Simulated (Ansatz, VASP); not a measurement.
**One calculation of Mo, two programs**

File INCAR:

```
PREC = Accurate
ENCUT = 520
EDIFF = 1E-8
ISMEAR = -1
SIGMA = 0.03
LREAL = False
LASPH = True
NELM = 100
ALGO = Normal
ISIF = 2
LWAVE = False
LCHARG = False
GGA = PE
LEFG = True
NBANDS = 13
```

The input KPOINTS:

```
regular mesh
0
Gamma
  12 12 12
```

The input POSCAR:

```
Mo
1.0
    2.5873952999      0.0000000000      0.0000000000
    0.0000000000      2.5873952999      0.0000000000
    0.0000000000      0.0000000000      2.5873952999
Mo
1
Direct
    0.0000000000      0.0000000000      0.0000000000
```

Input for Ansatz:

```yaml
crystal:
  lattice:
    - [2.5873952999, 0.0, 0.0]
    - [0.0, 2.5873952999, 0.0]
    - [0.0, 0.0, 2.5873952999]
  atoms:
    - { symbol: Mo, position: [0.0, 0.0, 0.0] }
kpoints:
  mp_grid: { grid: [12, 12, 12] }
scf:
  occupations: { method: fermi_dirac, width: 0.03 }
hamiltonian:
  xc: pbe
  pseudopotentials: { kind: paw }
output:
  forces: true
  stress: true
  eigenvalues: true
  efg: { contact_densities: true }
```

Change from the starting cell: volume scaled by 0.98, PAW files.

Alike in both runs: task electric field gradients; functional PBE; k mesh 12 × 12 × 12; occupations fermi-dirac, width 0.03 eV; no spin polarisation.

|  | VASP | Ansatz |
| --- | --- | --- |
| version | VASP 6.6.1 | Ansatz 0.2.0 |
| potentials or method | VASP PAW PBE potentials, release 64 (Mo_sv) | PAW with Ansatz's default frozen-core files, scalar-relativistic |
| plane-wave cutoff (eV) | 520 | 420 |
| valence electrons in the cell | 14 | 14 |

```tsv
	VASP	Ansatz	Ansatz less VASP
pressure (GPa)	4.6	4.1	-0.50
```

The functional is the same, so the differences come from potentials, cutoffs and numerics.
